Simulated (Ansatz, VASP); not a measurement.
# Two plane-wave programs on BiB

The input POSCAR:

```
BiB
1.0
    0.0548974893      2.7448744634      2.7448744634
    2.7448744634      0.0548974893      2.7448744634
    2.7997719526      2.7997719526     -0.0000000001
B Bi
1 1
Direct
    0.0020686084      0.0020686084     -0.0020686084
    0.2479313916      0.2479313916      0.2520686084
```

File INCAR.step1:

```
SYSTEM = BiB
PREC = Accurate ; ENCUT = 520
ISMEAR = -1 ; SIGMA = 0.02
LREAL = .FALSE. ; LASPH = .TRUE.
NELM = 80 ; NBANDS = 16
GGA = PE ; ALGO = Normal
EDIFF = 1E-4 ; LWAVE = .TRUE.
LCHARG = .FALSE.
```

File INCAR.step2:

```
SYSTEM = BiB
PREC = Accurate ; ENCUT = 520
EDIFF = 1E-6 ; ISMEAR = -1
SIGMA = 0.02 ; LREAL = .FALSE.
LASPH = .TRUE. ; NELM = 80
ALGO = Normal ; ISIF = 2
LWAVE = .FALSE. ; LCHARG = .FALSE.
METAGGA = R2SCAN ; LMIXTAU = .TRUE.
NBANDS = 16 ; ISTART = 1
```

The input KPOINTS:

```
Automatic mesh
0
G
  8 8 8
  0 0 0
```

Input for Ansatz:

```yaml
crystal:
  lattice:
    - [0.0548974893, 2.7448744634, 2.7448744634]
    - [2.7448744634, 0.0548974893, 2.7448744634]
    - [2.7997719526, 2.7997719526, -1.0e-10]
  atoms:
    - { symbol: B, position: [0.0020686084, 0.0020686084, -0.0020686084] }
    - { symbol: Bi, position: [0.2479313916, 0.2479313916, 0.2520686084] }
kpoints:
  mp_grid: { grid: [8, 8, 8] }
  band_path:
    path:
      - [0.0, 0.0, 0.0]
      - [-0.5, -0.5, 0.0]
      - [-0.375, -0.375, 0.25]
      - [-0.375, 0.0, 0.375]
      - [0.0, 0.0, 0.5]
      - [-0.5, -0.25, 0.25]
      - [0.0, 0.5, 0.0]
    npoints: 1
hamiltonian:
  xc: r2scan
scf:
  occupations: { method: fermi_dirac, width: 0.02 }
  n_extra_bands: 4
output:
  forces: true
  stress: true
  eigenvalues: true
```

Change from the starting cell: shear_xy strain +4.0%.

Alike in both runs: task single point; functional r2SCAN; k mesh 8 × 8 × 8; occupations fermi-dirac, width 0.02 eV; no spin polarisation.

|  | VASP | Ansatz |
| --- | --- | --- |
| version | VASP 6.6.1 | Ansatz 0.2.0 |
| potentials or method | VASP PAW PBE potentials, release 64 (B, Bi_d) | plane waves, PAW |
| plane-wave cutoff (eV) | 520 | 500 |
| valence electrons in the cell | 18 | 18 |

```csv
,VASP,Ansatz,Ansatz less VASP
pressure (GPa),0.0,0.1,+0.04
"traceless stress, the component that is largest in VASP (GPa)",-3.22,-3.22,+0.002
```

VASP's potentials were made for PBE, not for r2SCAN.

Neither program's run includes spin-orbit coupling.
